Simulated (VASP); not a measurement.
Here is a VASP 6.6.1 calculation.

The input INCAR:

```
  ALGO = Fast
  DIPOL = 0.5 0.5 0.451
  EDIFF = 1E-7
  ENCUT = 520
  GGA = PE
  IDIPOL = 3
  ISIF = 2
  ISMEAR = 0
  IVDW = 12
  LASPH = True
  LCHARG = False
  LDIPOL = True
  LREAL = Auto
  LWAVE = False
  NBANDS = 106
  NELM = 60
  PREC = Accurate
  SIGMA = 0.05
```

The input KPOINTS:

```
k-points
0
Gamma
  3 2 1
```

File POSCAR:

```
SiC
1.0
    6.1499993395      0.0000000000      0.0000000000
    0.0000000000      8.6974124746      0.0000000000
    0.0000000000      0.0000000000     24.5431993395
Si C
20 20
Direct
    0.2500000000      0.7500000000      0.3259558744
    0.2500000000      0.2500000000      0.3259558744
    0.7500000000      0.7500000000      0.3259558744
    0.7500000000      0.2500000000      0.3259558744
    0.5000000000      0.5000000000      0.3886005122
    0.5000000000      0.0000000000      0.3886005122
    0.0000000000      0.5000000000      0.3886005122
    0.0000000000      0.0000000000      0.3886005122
    0.7500053557      0.2470471457      0.4513088141
    0.7500040009      0.7456591337      0.4504485785
    0.2500040890      0.2456583603      0.4504480627
    0.2500044113      0.7470463712      0.4513088401
    0.0011817541     -0.0016968903      0.5157519828
   -0.0011638179      0.4983058565      0.5157545140
    0.4988355438     -0.0016951508      0.5157528415
    0.5011824195      0.4983048848      0.5157521545
    0.2500143167      0.7353161611      0.5737459810
    0.2500086249      0.2211833410      0.5661017426
    0.7500115054      0.7211815610      0.5661033925
    0.7500125852      0.2353127696      0.5737453788
    0.5000000000      0.1250000000      0.3259558744
    0.5000000000      0.6250000000      0.3259558744
    0.0000000000      0.1250000000      0.3259558744
    0.0000000000      0.6250000000      0.3259558744
    0.7500000000      0.8750000000      0.3886005122
    0.7500000000      0.3750000000      0.3886005122
    0.2500000000      0.8750000000      0.3886005122
    0.2500000000      0.3750000000      0.3886005122
    0.0003445209      0.6222401674      0.4519443690
   -0.0003362804      0.1222392766      0.4519436453
    0.4996640909      0.6222395976      0.4519436616
    0.5003460432      0.1222405519      0.4519438705
    0.2500080044      0.3754925384      0.5143647163
    0.2500099817      0.8731913364      0.5141837977
    0.7500100177      0.3731916574      0.5141846165
    0.7500077450      0.8754907520      0.5143659336
    0.5004833048      0.1227660124      0.5783705989
    0.4995397311      0.6227638922      0.5783707567
   -0.0004612357      0.1227636474      0.5783701427
    0.0004866678      0.6227679792      0.5783721993
```

Potentials or basis: VASP PAW PBE potentials, release 64 (Si, C).

The run is started by

```bash
$ cat potpaw_PBE.64/Si/POTCAR potpaw_PBE.64/C/POTCAR > POTCAR
$ mpirun -np 1 vasp_std > vasp.out
```

(1) Predict the band gap on the k mesh.

(2) Predict the dispersion energy per atom.

(3) Predict the largest force.

Answers

(1) 0.02 eV.

(2) -0.230 eV.

(3) 3.276 eV/Å.

Caveat: the smearing spreads over this small gap; semilocal functionals underestimate gaps, and a narrow one can read as zero.
